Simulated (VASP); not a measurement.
## Zn2S: relaxation of cell and atoms with PBE

Crystal: Zn2S.

```
Zn S
1.0
     0.00000    3.11903    3.11903
     3.11903    0.00000    3.11903
     3.11903    3.11903    0.00000
Zn S
2 1
Direct
  0.00000 0.00000 0.00000
  0.75000 0.75000 0.75000
  0.50000 0.50000 0.50000
```

The cell was generated, and may not be a known phase.

```
Program                : VASP 6.6.1
Task                   : relaxation of cell and atoms
Functional             : PBE
Potentials or basis    : VASP PAW PBE potentials, release 64 (Zn, S)
Cutoff                 : 600 eV
k mesh                 : 5 × 5 × 5
Occupations            : gaussian, width 0.2 eV
Spin                   : no spin polarisation
Dipole correction      : no
Further INCAR settings : ALGO = Normal; EDIFF = 1e-06; IBRION = 2; EDIFFG = -0.08; NSW = 36; ISIF = 3
```

The relaxed volume is 19.09 Å³/atom, the relaxed cell is a = 4.327 Å, b = 4.327 Å, c = 4.327 Å, α = 60.00°, β = 60.00°, γ = 60.00° and the space group after relaxing (to 0.1 Å) is F-43m (No. 216). The energy gained by relaxing is 13.1 meV/atom. The ionic steps are 2, the pressure after relaxing is -0.4 GPa and the band gap on the k mesh is 1.03 eV.

Step by step:
```
step  energy change (eV)  largest force (eV/Å)  pressure (GPa)  volume (Å³)
   1              0.0000                0.0000           -3.13        60.69
   2             -0.0392                0.0000           -0.44        57.28
```

Final structure:
```
Zn S
1.0
     0.00000    3.05964    3.05964
     3.05964    0.00000    3.05964
     3.05964    3.05964    0.00000
Zn S
2 1
Cartesian
  3.0596 3.0596 0.0000
  4.5895 4.5895 4.5895
  3.0596 3.0596 3.0596
```

Levels at points of the mesh, in eV from the valence-band top:
| k point | band 12 | band 13 | band 14 | band 15 | band 16 | band 17 | band 18 | band 19 |
| --- | --- | --- | --- | --- | --- | --- | --- | --- |
| (0.00, 0.00, 0.00) | -3.79 | -2.04 | -2.04 | -2.04 | 3.64 | 3.64 | 3.64 | 5.64 |

Run time: 15 s on 1 thread of Intel(R) Xeon(R) 6975P-C (Granite Rapids), on a shared host, peak memory 0.21 GiB.

Caveat: an odd mesh through Γ misses points on the zone boundary, where band edges can lie.
